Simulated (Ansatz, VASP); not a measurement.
Ti3H: VASP beside Ansatz

```
CELL_PARAMETERS angstrom
4.60398 0.00000 0.00000
-2.30199 3.98716 0.00000
0.00000 0.00000 22.49699
ATOMIC_POSITIONS crystal
Ti 0.66667 0.33333 0.17780
Ti 0.33333 0.66667 0.21958
Ti 0.00000 0.00000 0.26135
Ti 0.66667 0.33333 0.29806
Ti 0.33333 0.66667 0.33046
Ti 0.00000 0.00000 0.37769
H 0.21740 0.78260 0.39770
H 0.44927 0.55073 0.39770
```

Alike in both runs: task single point; functional PBE; k mesh 6 × 6 × 1; occupations gaussian, width 0.1 eV; no spin polarisation.

|  | VASP | Ansatz |
| --- | --- | --- |
| version | VASP 6.6.1 | Ansatz 0.2.0 |
| potentials or method | VASP PAW PBE potentials, release 64 (Ti_sv, H), cutoff 520 eV | scalar-relativistic, plane waves, PAW |
| valence electrons in the cell | 74 | 74 |

```csv
,VASP,Ansatz,Ansatz less VASP
gap on the k mesh at the Fermi level (eV),none,none,-
rms of the force components (eV/Å),0.286,0.286,+0.0002
```

Atom by atom the forces differ by 0.006 eV/Å (rms over components). A gap of «none» marks a metal or a gap that the smearing closes.
